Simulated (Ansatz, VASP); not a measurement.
# Ag: VASP beside Ansatz

File INCAR:

```
PREC = Accurate
ENCUT = 520
EDIFF = 1E-6
ISMEAR = -1
SIGMA = 0.1
LREAL = F
LASPH = T
NELM = 60
ALGO = Normal
ISIF = 2
LWAVE = F
LCHARG = F
NBANDS = 24
```

Contents of KPOINTS:

```
Automatic mesh
0
Gamma
  9 9 13
```

File POSCAR:

```
Ag
1.0
    4.5559384336      0.0000000000      0.0000000000
   -2.2779692168      3.9455584216      0.0000000000
    0.0000000000      0.0000000000      2.7285217315
Ag
3
Direct
    0.0000000000      0.0000000000      0.0000000000
    0.3333333333      0.6666666667      0.5000000000
    0.6666666667      0.3333333333      0.5000000000
```

Input for Ansatz:

```yaml
crystal:
  lattice:
    - [4.5559384336, 0.0, 0.0]
    - [-2.2779692168, 3.9455584216, 0.0]
    - [0.0, 0.0, 2.7285217315]
  atoms:
    - { symbol: Ag, position: [0.0, 0.0, 0.0] }
    - { symbol: Ag, position: [0.3333333333, 0.6666666667, 0.5] }
    - { symbol: Ag, position: [0.6666666667, 0.3333333333, 0.5] }
hamiltonian:
  xc: lda
  pseudopotentials:
    kind: paw
    azcp:
      Ag: "pseudopotentials/Ag.paw.azcp"
basis:
  ecutwfc: 420
  fft_grid_basis: typed
kpoints:
  mp_grid: { grid: [9, 9, 13], shift: [0, 0, 0] }
magnetization:
  spin_polarized: false
scf:
  occupations: { method: fermi_dirac, width: 0.1 }
  lower_state_search: "off"
output:
  stress: true
```

Alike in both runs: task single point; functional LDA; k mesh 9 × 9 × 13; occupations fermi-dirac, width 0.1 eV; no spin polarisation.

|  | VASP | Ansatz |
| --- | --- | --- |
| version | VASP 6.6.1 | Ansatz 0.2.0 |
| potentials or method | VASP PAW LDA potentials, release 64 (Ag), cutoff 520 eV | plane waves (420 eV) with PAW, scalar-relativistic |
| valence electrons in the cell | 33 | 57 |

Ansatz gave:

```
pressure (GPa)                                                : 0.0
traceless stress, the component that is largest in VASP (GPa) : -0.29
```

**Question.** What did VASP give for the same quantities?

**Answer.** Pressure (GPa): 0.1; traceless stress, the component that is largest in VASP (GPa): -0.29.

Ansatz warns that its potentials were made for another functional, while VASP's fit it. LDA's correlation is that of Perdew and Zunger in VASP and of Perdew and Wang (1992) in Ansatz. VASP's potentials hold 33 valence electrons a cell and Ansatz's 57, so a difference there can come from the potentials and not from the codes.
